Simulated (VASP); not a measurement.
Here is a VASP 6.6.1 calculation.

INCAR

```
AGGAC = 1.0 ; AGGAX = 1.0
ALDAC = 0.0 ; ALDAX = 1.0
ALGO = Normal ; EDIFF = 1E-6
ENCUT = 560 ; GGA = B5
GGA_COMPAT = F ; ISIF = 2
ISMEAR = -1 ; LASPH = T
LCHARG = F ; LREAL = F
LWAVE = F ; NBANDS = 31
NELM = 120 ; PREC = Accurate
SIGMA = 0.1
```

File KPOINTS:

```
k-points
0
Gamma
  9 9 13
```

POSCAR

```
Os
1.0
    4.4402643220      0.0000000000      0.0000000000
   -2.2201321610      3.8453817023      0.0000000000
    0.0000000000      0.0000000000      2.8043234272
Os
3
Direct
    1.0000000000      1.0000000000      0.0000000000
    0.3333333333      0.6666666667      0.5000000000
    0.6666666667      0.3333333333      0.5000000000
```

Potentials or basis: VASP PAW PBE potentials, release 64 (Os_sv_GW).

Run with:

```bash
$ cat potpaw_PBE.64/Os_sv_GW/POTCAR > POTCAR
$ mpirun -np 1 vasp_std > vasp.out
```

(1) What does it give for the pressure?

(2) Predict the band gap on the k mesh.

## Answers

(1) -11.5 GPa.

(2) zero (bands 24 and 25 overlap by 2.37 eV).

Caveat: the cell stands under tension; the PAW data sets were made with another functional, which shifts forces and pressure a little; spin-orbit coupling is left out, which moves the levels of the heavy elements.
